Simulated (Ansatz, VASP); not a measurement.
**One calculation of Si2Mo, two programs**

File INCAR:

```
  PREC = Accurate
  ENCUT = 520
  EDIFF = 1E-7
  ISMEAR = 0
  SIGMA = 0.15
  LREAL = F
  LASPH = T
  NELM = 80
  ALGO = Fast
  ISIF = 2
  LWAVE = F
  LCHARG = F
  GGA = PS
  NBANDS = 56
```

File KPOINTS:

```
Automatic mesh
0
Gamma
  15 15 3
```

File POSCAR:

```
Si2Mo
1.0
   -3.1900701689      0.0000000000      0.0000000000
    0.0000000000     -3.1900701689      0.0000000000
   -1.0632503873      1.0632503873     15.6427680287
Si Mo
8 4
Direct
   -0.0141751931      0.0141751931      0.0425298324
    0.2358498069      0.7641501931      0.7925298324
   -0.1808251931      0.1808251931      0.5425298324
    0.4024998069      0.5975001931      0.2925298324
   -0.0691498069      0.0691498069      0.2074701676
    0.1808751931      0.8191248069      0.9574701676
   -0.2357998069      0.2357998069      0.7074701676
    0.3475251931      0.6524748069      0.4574701676
    0.2916875000      0.7083125000      0.6250000000
    0.8750125000      1.1249875000      0.3750000000
    0.4583375000      0.5416625000      0.1250000000
    0.7083625000      1.2916375000      0.8750000000
```

Input for Ansatz:

```yaml
crystal:
  lattice:
    - [-3.1900701689, 0.0, 0.0]
    - [0.0, -3.1900701689, 0.0]
    - [-1.0632503873, 1.0632503873, 15.6427680287]
  atoms:
    - { symbol: Si, position: [-0.0141751931, 0.0141751931, 0.0425298324] }
    - { symbol: Si, position: [0.2358498069, 0.7641501931, 0.7925298324] }
    - { symbol: Si, position: [-0.1808251931, 0.1808251931, 0.5425298324] }
    - { symbol: Si, position: [0.4024998069, 0.5975001931, 0.2925298324] }
    - { symbol: Si, position: [-0.0691498069, 0.0691498069, 0.2074701676] }
    - { symbol: Si, position: [0.1808751931, 0.8191248069, 0.9574701676] }
    - { symbol: Si, position: [-0.2357998069, 0.2357998069, 0.7074701676] }
    - { symbol: Si, position: [0.3475251931, 0.6524748069, 0.4574701676] }
    - { symbol: Mo, position: [0.2916875, 0.7083125, 0.625] }
    - { symbol: Mo, position: [0.8750125, 1.1249875, 0.375] }
    - { symbol: Mo, position: [0.4583375, 0.5416625, 0.125] }
    - { symbol: Mo, position: [0.7083625, 1.2916375, 0.875] }
basis:
  ecutwfc: 420
kpoints:
  mp_grid: { grid: [15, 15, 3] }
hamiltonian:
  xc: pbesol
scf:
  occupations: { method: gaussian, width: 0.15 }
output:
  forces: true
  stress: true
  eigenvalues: true
```

Alike in both runs: task single point; functional PBEsol; k mesh 15 × 15 × 3; occupations gaussian, width 0.15 eV; no spin polarisation.

|  | VASP | Ansatz |
| --- | --- | --- |
| version | VASP 6.6.1 | Ansatz 0.2.0 |
| potentials or method | VASP PAW PBE potentials, release 64 (Si, Mo_sv), cutoff 520 eV | scalar-relativistic, plane waves, PAW |
| valence electrons in the cell | 88 | 88 |

|  | VASP | Ansatz | Ansatz less VASP |
| --- | --- | --- | --- |
| gap on the k mesh at the Fermi level (eV) | none | none | - |
| pressure (GPa) | 19.9 | 19.5 | -0.41 |
| traceless stress, the component that is largest in VASP (GPa) | 25.01 | 24.99 | -0.023 |
| rms of the force components (eV/Å) | 9.395 | 9.390 | -0.0050 |

VASP's potentials were made for PBE, not for PBEsol. Atom by atom the forces differ by 0.008 eV/Å (rms over components). A gap of «none» marks a metal or a gap that the smearing closes.
